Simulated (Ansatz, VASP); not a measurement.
One calculation of CdTe, two programs

INCAR

```
SYSTEM = CdTe
PREC     = Accurate       ! precision mode
ENCUT    = 520            ! plane-wave cutoff, eV
EDIFF    = 1E-6           ! SCF threshold, eV
ISMEAR   = 0              ! smearing method
SIGMA    = 0.05           ! smearing width, eV
LREAL    = .FALSE.        ! projectors in reciprocal space
LASPH    = .TRUE.         ! aspherical terms in the spheres
NELM     = 100            ! most SCF steps
ALGO     = Normal         ! electronic algorithm
ISIF     = 2              ! what is computed and relaxed
LWAVE    = .FALSE.        ! write WAVECAR
LCHARG   = .TRUE.         ! write CHGCAR
GGA      = PE             ! functional
LELF     = .TRUE.         ! ELF
LVHAR    = .TRUE.       
NBANDS   = 16             ! bands
```

The input KPOINTS:

```
regular mesh
0
G
  10 10 10
  0 0 0
```

File POSCAR:

```
CdTe
1.0
    0.0000000000      2.9478531247      4.1682643183
    2.9478531247      0.0000000000      4.1682643183
    2.9478531247      2.9478531247      0.0000000000
Cd Te
1 1
Direct
    0.0000000000      0.0000000000      0.0000000000
    0.7500000000      0.7500000000      0.7500000000
```

Input for Ansatz:

```yaml
crystal:
  lattice:
    - [0.0, 2.9478531247, 4.1682643183]
    - [2.9478531247, 0.0, 4.1682643183]
    - [2.9478531247, 2.9478531247, 0.0]
  atoms:
    - { symbol: Cd, position: [0.0, 0.0, 0.0] }
    - { symbol: Te, position: [0.75, 0.75, 0.75] }
basis:
  ecutwfc: 420
kpoints:
  mp_grid: { grid: [10, 10, 10] }
hamiltonian:
  xc: pbe
scf:
  occupations: { method: gaussian, width: 0.05 }
output:
  forces: true
  stress: true
  eigenvalues: true
```

Alike in both runs: task single point; functional PBE; k mesh 10 × 10 × 10; occupations gaussian, width 0.05 eV; no spin polarisation.

|  | VASP | Ansatz |
| --- | --- | --- |
| version | VASP 6.6.1 | Ansatz 0.2.0 |
| potentials or method | VASP PAW PBE potentials, release 64 (Cd, Te), cutoff 520 eV | scalar-relativistic, plane waves, PAW |
| valence electrons in the cell | 18 | 36 |

Ansatz gave:

| Item | Value |
| --- | --- |
| gap on the k mesh at the Fermi level (eV) | none |
| pressure (GPa) | -1.1 |
| traceless stress, the component that is largest in VASP (GPa) | -6.38 |

Q: Estimate VASP's values.

A: gap on the k mesh at the Fermi level (eV): none; pressure (GPa): -1.0; traceless stress, the component that is largest in VASP (GPa): -6.36.

A gap of «none» marks a metal or a gap that the smearing closes. With one functional, cell and mesh, what is left measures potentials, basis and numerics. VASP's potentials hold 18 valence electrons a cell and Ansatz's 36, so a difference there can come from the potentials and not from the codes.

Neither program's run includes spin-orbit coupling.
